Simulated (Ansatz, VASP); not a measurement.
## SnRu4 in VASP and in Ansatz

```
Sn Ru
1.0
     4.26455   -3.74246    0.00000
     4.26455    3.74246    0.00000
     0.00000    0.00000    2.78936
Sn Ru
1 4
Direct
  0.00000 0.00000 0.00000
  0.68906 0.31094 0.50000
  0.31094 0.68906 0.50000
  0.31106 0.31106 0.00000
  0.68894 0.68894 0.00000
```

Change from the starting cell: species swapped into the OsCl4 type (Cmmm, No. 65).

Alike in both runs: functional PBE; k mesh 4 × 4 × 6; occupations gaussian, width 0.1 eV; no spin polarisation.

Ansatz relaxed the structure, and its values are those at the end. VASP's run is a single point on that final structure, the one shown.

```csv
,VASP,Ansatz
version,VASP 6.6.1,Ansatz 0.2.0
potentials or method,"VASP PAW PBE potentials, release 64 (Sn_d, Ru_pv), cutoff 520 eV","scalar-relativistic, plane waves, PAW"
valence electrons in the cell,70,78
```

Ansatz gave:

- gap on the k mesh at the Fermi level (eV): none
- pressure (GPa): 0.1
- rms of the force components (eV/Å): 0.003

Task: What did VASP give for the same quantities?

Result: gap on the k mesh at the Fermi level (eV): none; pressure (GPa): 0.1; rms of the force components (eV/Å): 0.005.

A gap of «none» marks a metal or a gap that the smearing closes. VASP's potentials hold 70 valence electrons a cell and Ansatz's 78, so a difference there can come from the potentials and not from the codes.

The k mesh is coarse, so the values compare programs but aren't converged.
